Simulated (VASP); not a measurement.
Cd:

```xyz
1
Lattice="2.8567 0.0000 0.0000 0.0000 2.8567 0.0000 0.0000 0.0000 2.8567" Properties=species:S:1:pos:R:3 pbc="T T T"
Cd    0.0000    0.0000    0.0000
```

This isn't the form of Cd at room conditions, which is hcp.

- Program: VASP 6.6.1
- Task: relaxation of cell and atoms
- Functional: PBEsol
- Potentials or basis: VASP PAW PBE potentials, release 64 (Cd)
- Cutoff: 600 eV
- k mesh: 11 × 11 × 11
- Occupations: fermi-dirac, width 0.1 eV
- Spin: no spin polarisation

At the start: pressure 2.7 GPa; volume 23.31 Å³/atom.

Q: Where does the relaxation end?

A: Over 3 steps the energy falls by 10.4 meV/atom and the volume is 24.60 Å³/atom (+5.5 %); space group Pm-3m (No. 221, to 0.1 Å) before and after.

Step by step:
| step | energy change (eV) | largest force (eV/Å) | pressure (GPa) | volume (Å³) |
| --- | --- | --- | --- | --- |
| 1 | 0.0000 | 0.0000 | 2.73 | 23.31 |
| 2 | -0.0103 | 0.0000 | -0.14 | 24.68 |
| 3 | -0.0104 | 0.0000 | 0.02 | 24.60 |

Final structure:
```cif
data_structure
_symmetry_space_group_name_H-M 'P 1'
_symmetry_Int_Tables_number 1
_cell_length_a 2.9082
_cell_length_b 2.9082
_cell_length_c 2.9082
_cell_angle_alpha 90.000
_cell_angle_beta 90.000
_cell_angle_gamma 90.000
_cell_volume 24.60
loop_
_atom_site_label
_atom_site_type_symbol
_atom_site_fract_x
_atom_site_fract_y
_atom_site_fract_z
_atom_site_occupancy
Cd1 Cd 0.00000 0.00000 0.00000 1
```

Caveat: the PAW data sets were made with another functional, which shifts forces and pressure a little.
